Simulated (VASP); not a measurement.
# Mo: single point with RPBE

The system is Mo.

```
Mo
1.0
    14.00000    0.00000    0.00000
     0.00000   14.40000    0.00000
     0.00000    0.00000   14.80000
Mo
1
Direct
  0.50000 0.50000 0.50000
```

* Program: VASP 6.6.1
* Task: single point
* Functional: RPBE
* Potentials or basis: VASP PAW PBE potentials, release 64 (Mo_sv)
* Cutoff: 520 eV
* k mesh: 1 × 1 × 1
* Occupations: fermi-dirac, width 0.01 eV
* Spin: collinear spin, ferromagnetic start
* Starting moments: [8.0] μB

The pressure is 0.0 GPa. The band gap on the k mesh is 2.72 eV, the net moment is 6.00 μB per cell and the site moments are Mo +4.32 μB. The valence electrons inside the program's atomic spheres are Mo 12.24.

Levels at points of the mesh, in eV from the valence-band top:
Spin up:
| k point | band 6 | band 7 | band 8 | band 9 | band 10 | band 11 | band 12 | band 13 | band 14 | band 15 |
| --- | --- | --- | --- | --- | --- | --- | --- | --- | --- | --- |
| (0.00, 0.00, 0.00) | 0.00 | 0.00 | 0.00 | 0.00 | 0.00 | 3.26 | 3.26 | 3.27 | 4.24 | 4.90 |
Spin down:
```tsv
k point	band 1	band 2	band 3	band 4	band 5	band 6	band 7	band 8
(0.00, 0.00, 0.00)	-57.52	-31.49	-31.49	-31.49	2.72	3.35	3.35	3.35
```

Run time: 6.7 min on 1 thread of Intel(R) Xeon(R) 6975P-C (Granite Rapids) (shared host), peak memory 2.8 GiB.

Caveat: the PAW data sets were made with another functional, which shifts forces and pressure a little.
